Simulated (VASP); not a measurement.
Wanted: the native input for a VASP 6.6.1 run.

* Task: single point
* Functional: PBE
* Potentials or basis: VASP PAW PBE potentials, release 64 (Ni_sv_GW, O)
* Cutoff: 700 eV
* k mesh: 11 × 11 × 11
* Occupations: fermi-dirac, width 0.05 eV
* Spin: collinear spin, ferromagnetic start
* Starting moments: [1.0, 0.0] μB
* Hubbard terms: Ni d U = 4.0 eV
* Dipole correction: no
* Further INCAR settings: ALGO = Normal; EDIFF = 1e-06; NBANDS = 23

The structure of NiO lies in POSCAR:

```
NiO
1.0
    0.0000000000      2.0913095100      2.0913095100
    2.0913095100      0.0000000000      2.0913095100
    2.0913095100      2.0913095100      0.0000000000
Ni O
1 1
Direct
    0.0000000000      0.0000000000      0.0000000000
    0.5000000000      0.5000000000      0.5000000000
```

These files were run (other wordings do the same):

INCAR

```
  ALGO = Normal
  EDIFF = 1E-6
  ENCUT = 700
  GGA = PE
  GGA_COMPAT = F
  ISIF = 2
  ISMEAR = -1
  ISPIN = 2
  LASPH = T
  LCHARG = T
  LDAU = T
  LDAUJ = 0 0
  LDAUL = 2 -1
  LDAUPRINT = 1
  LDAUTYPE = 2
  LDAUU = 4 0
  LELF = T
  LMAXMIX = 4
  LORBIT = 11
  LREAL = F
  LVHAR = T
  LWAVE = F
  MAGMOM = 1 0
  NBANDS = 23
  NELM = 200
  PREC = Accurate
  SIGMA = 0.05
```

KPOINTS

```
k-points
0
Gamma
  11 11 11
```

Potentials or basis: VASP PAW PBE potentials, release 64 (Ni_sv_GW, O).

Command:

```bash
$ cat potpaw_PBE.64/Ni_sv_GW/POTCAR potpaw_PBE.64/O/POTCAR > POTCAR
$ mpirun -np 1 vasp_std > vasp.out
```

Results of the run:

* Pressure: 8.5 GPa
* Band gap on the k mesh: 1.55 eV (least direct gap 2.33 eV)
* Net moment: 2.00 μB per cell
* Site moments: Ni +1.74; O +0.22 μB
* Valence electrons inside the program's atomic spheres: Ni 16.12; O 5.03

Caveat: the cell stands under pressure; an odd mesh through Γ misses points on the zone boundary, where band edges can lie; a cell with one magnetic atom can't hold antiferromagnetic order, which such compounds often take.

Run time: 85 s on 1 thread of Intel(R) Xeon(R) Platinum 8375C CPU @ 2.90GHz (Ice Lake), on a shared host, peak memory 0.22 GiB.
